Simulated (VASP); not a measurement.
# OF2: single point with r2SCAN

Crystal: OF2.

```
F O
1.0
     1.32935    2.30250    0.00000
    -1.32935    2.30250    0.00000
     0.00000   -1.53500    9.53785
F O
4 2
Cartesian
  0.0000 0.0000 8.2979
  0.0000 3.0700 1.2399
  0.0000 0.0000 3.5195
  0.0000 3.0700 6.0184
  0.0000 1.5350 2.3940
  0.0000 1.5350 7.1439
```

* Program: VASP 6.6.1
* Task: single point
* Functional: r2SCAN
* Potentials or basis: VASP PAW PBE potentials, release 64 (F, O)
* Cutoff: 520 eV
* k mesh: 9 × 9 × 9
* Occupations: methfessel-paxton, width 0.0196 eV
* Spin: no spin polarisation

```json
{"Pressure": "11.6 GPa", "Largest force": "0.198 eV/Å", "Band gap on the k mesh": "zero (bands 20 and 21 overlap by 0.73 eV)"}
```

Forces in eV/Å, atoms in the order of the input:
```
F    0.000  0.000 -0.099
F    0.000  0.000  0.099
F    0.000  0.000  0.110
F    0.000  0.000 -0.110
O    0.000  0.000 -0.198
O    0.000  0.000  0.198
```

Stress tensor (GPa, compression positive):
```
17.66  0.00  0.00
 0.00 17.66  0.00
 0.00  0.00 -0.67
```

Levels at points of the mesh, in eV from the Fermi level:
| k point | band 17 | band 18 | band 19 | band 20 | band 21 | band 22 | band 23 | band 24 |
| --- | --- | --- | --- | --- | --- | --- | --- | --- |
| (0.00, 0.00, 0.00) | -2.78 | -2.78 | -1.31 | -0.78 | -0.47 | -0.47 | -0.44 | -0.44 |

Wall time 15 min on 1 thread of AMD EPYC 7571, on a shared host, peak memory 0.2 GiB.

Caveat: the cell stands under pressure; the PAW data sets were made with another functional, which shifts forces and pressure a little.
